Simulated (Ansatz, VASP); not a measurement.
One calculation of AlRu, two programs

File INCAR:

```
SYSTEM = AlRu
  PREC = Accurate
  ENCUT = 520
  EDIFF = 1E-6
  ISMEAR = 0
  SIGMA = 0.15
  LREAL = .False.
  LASPH = .True.
  NELM = 80
  ALGO = Fast
  ISIF = 2
  LWAVE = .False.
  LCHARG = .True.
  GGA = PS
  LELF = .True.
  LVHAR = .True.
  NBANDS = 16
```

Contents of KPOINTS:

```
regular mesh
0
Gamma
  16 16 16
  0 0 0
```

File POSCAR:

```
AlRu
1.0
    2.9916000000      0.0000000000      0.0000000000
    0.0000000000      2.9916000000      0.0000000000
    0.0000000000      0.0000000000      2.8719360000
Al Ru
1 1
Direct
    0.0000000000      0.0000000000      0.0000000000
    0.5000000000      0.5000000000      0.5000000000
```

Input for Ansatz:

```yaml
crystal:
  lattice:
    - [2.9916, 0.0, 0.0]
    - [0.0, 2.9916, 0.0]
    - [0.0, 0.0, 2.871936]
  atoms:
    - { symbol: Al, position: [0.0, 0.0, 0.0] }
    - { symbol: Ru, position: [0.5, 0.5, 0.5] }
basis:
  ecutwfc: 420
kpoints:
  mp_grid: { grid: [16, 16, 16] }
hamiltonian:
  xc: pbesol
scf:
  occupations: { method: gaussian, width: 0.15 }
output:
  forces: true
  stress: true
  eigenvalues: true
```

Change from the starting cell: strain -0.0400 x Voigt [0, 0, 1, 0, 0, 0], atoms carried along.

Alike in both runs: task single point; functional PBEsol; k mesh 16 × 16 × 16; occupations gaussian, width 0.15 eV; no spin polarisation.

```csv
,VASP,Ansatz
version,VASP 6.6.1,Ansatz 0.2.0
potentials or method,"VASP PAW PBE potentials, release 64 (Al, Ru_pv), cutoff 520 eV","scalar-relativistic, plane waves, PAW"
valence electrons in the cell,17,19
```

VASP gave:

| Property | Result |
| --- | --- |
| gap on the k mesh at the Fermi level (eV) | none |
| pressure (GPa) | 6.2 |
| traceless stress, the component that is largest in VASP (GPa) | 5.43 |

What did Ansatz give for the same quantities?

gap on the k mesh at the Fermi level (eV): none; pressure (GPa): 6.1; traceless stress, the component that is largest in VASP (GPa): 5.41.

VASP's potentials were made for PBE, not for PBEsol. A gap of «none» marks a metal or a gap that the smearing closes. VASP's potentials hold 17 valence electrons a cell and Ansatz's 19, so a difference there can come from the potentials and not from the codes.
